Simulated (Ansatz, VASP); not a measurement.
**Ta: VASP beside Ansatz**

File INCAR:

```
ALGO = Normal ; EDIFF = 1E-7
ENCUT = 520 ; GGA = PE
ISIF = 2 ; ISMEAR = -1
LASPH = T ; LCHARG = T
LELF = T ; LREAL = F
LVHAR = T ; LWAVE = F
NBANDS = 12 ; NELM = 80
PREC = Accurate ; SIGMA = 0.05
```

The input KPOINTS:

```
k-points
0
Gamma
  16 16 16
```

Contents of POSCAR:

```
Ta
1.0
   -1.4601084332      1.4601084332      1.4601084332
    1.4601084332     -1.4601084332      1.4601084332
    1.4601084332      1.4601084332     -1.4601084332
Ta
1
Direct
    0.0000000000      0.0000000000      0.0000000000
```

Input for Ansatz:

```yaml
crystal:
  lattice:
    - [-1.4601084332, 1.4601084332, 1.4601084332]
    - [1.4601084332, -1.4601084332, 1.4601084332]
    - [1.4601084332, 1.4601084332, -1.4601084332]
  atoms:
    - { symbol: Ta, position: [0.0, 0.0, 0.0] }
kpoints:
  mp_grid: { grid: [16, 16, 16] }
scf:
  occupations: { method: fermi_dirac, width: 0.05 }
hamiltonian:
  xc: pbe
  pseudopotentials: { kind: paw }
output:
  forces: true
  stress: true
  eigenvalues: true
  populations: true
```

Change from the starting cell: volume scaled by 0.68, PAW files.

Alike in both runs: task single point; functional PBE; k mesh 16 × 16 × 16; occupations fermi-dirac, width 0.05 eV; no spin polarisation.

```csv
,VASP,Ansatz
version,VASP 6.6.1,Ansatz 0.2.0
potentials or method,"VASP PAW PBE potentials, release 64 (Ta_pv)","PAW with Ansatz's default frozen-core files, scalar-relativistic"
plane-wave cutoff (eV),520,420
valence electrons in the cell,11,13
```

|  | VASP | Ansatz | Ansatz less VASP |
| --- | --- | --- | --- |
| pressure (GPa) | 155.1 | 152.8 | -2.23 |

Both programs put the cell under a high pressure, so it lies far from rest at this level. VASP's potentials hold 11 valence electrons a cell and Ansatz's 13, so a difference there can come from the potentials and not from the codes.

Neither program's run includes spin-orbit coupling. Noted on VASP's run: the cell as given lies far from equilibrium.
